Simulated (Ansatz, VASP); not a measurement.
# One calculation of AlRu, two programs

```xyz
2
Lattice="3.1412 0.0000 0.0000 0.0000 3.1412 0.0000 0.0000 0.0000 2.9916" Properties=species:S:1:pos:R:3 pbc="T T T"
Al    0.0000    0.0000    0.0000
Ru    1.5706    1.5706    1.4958
```

Change from the starting cell: strain +0.050 along x and y, +0.000 along z, atoms carried along.

Alike in both runs: task single point; functional r2SCAN; k mesh 16 × 16 × 16; occupations gaussian, width 0.15 eV; no spin polarisation.

|  | VASP | Ansatz |
| --- | --- | --- |
| version | VASP 6.6.1 | Ansatz 0.2.0 |
| potentials or method | VASP PAW PBE potentials, release 64 (Al, Ru_pv), cutoff 520 eV | scalar-relativistic, plane waves, PAW |
| valence electrons in the cell | 17 | 19 |

VASP gave:

* gap on the k mesh at the Fermi level (eV): none
* pressure (GPa): -18.4
* traceless stress, the component that is largest in VASP (GPa): 4.75

**Question.** What did Ansatz give for the same quantities?

**Answer.** gap on the k mesh at the Fermi level (eV): none; pressure (GPa): -18.4; traceless stress, the component that is largest in VASP (GPa): 4.74.

VASP's potentials were made for PBE, not for r2SCAN. A gap of «none» marks a metal or a gap that the smearing closes. VASP's potentials hold 17 valence electrons a cell and Ansatz's 19, so a difference there can come from the potentials and not from the codes.
